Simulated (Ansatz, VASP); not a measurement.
**Ga2P in VASP and in Ansatz**

```
Ga P
1.0
     4.06672    0.00000    0.00000
     0.00000    4.06672    0.00000
     0.00000    0.00000    6.83962
Ga P
4 2
Direct
  0.50000 0.50000 0.00000
  0.00000 0.00000 0.00000
  0.50000 0.00000 0.30370
  0.00000 0.50000 0.69630
  0.50000 0.00000 0.71232
  0.00000 0.50000 0.28768
```

Change from the starting cell: species swapped into the Mn2Sb type (P4/nmm, No. 129).

Alike in both runs: task single point; functional PBE; k mesh 4 × 4 × 4; occupations gaussian, width 0.1 eV; no spin polarisation.

```csv
,VASP,Ansatz
version,VASP 6.6.1,Ansatz 0.2.0
potentials or method,"VASP PAW PBE potentials, release 64 (Ga_d, P), cutoff 520 eV","scalar-relativistic, plane waves, PAW"
valence electrons in the cell,62,62
```

|  | VASP | Ansatz | Ansatz less VASP |
| --- | --- | --- | --- |
| gap on the k mesh at the Fermi level (eV) | none | none | - |
| pressure (GPa) | -0.8 | -0.9 | -0.05 |
| traceless stress, the component that is largest in VASP (GPa) | 0.73 | 0.72 | -0.009 |
| rms of the force components (eV/Å) | 0.443 | 0.442 | -0.0014 |

Atom by atom the forces differ by 0.001 eV/Å (rms over components). A gap of «none» marks a metal or a gap that the smearing closes.

The k mesh is coarse, so the values compare programs but aren't converged.
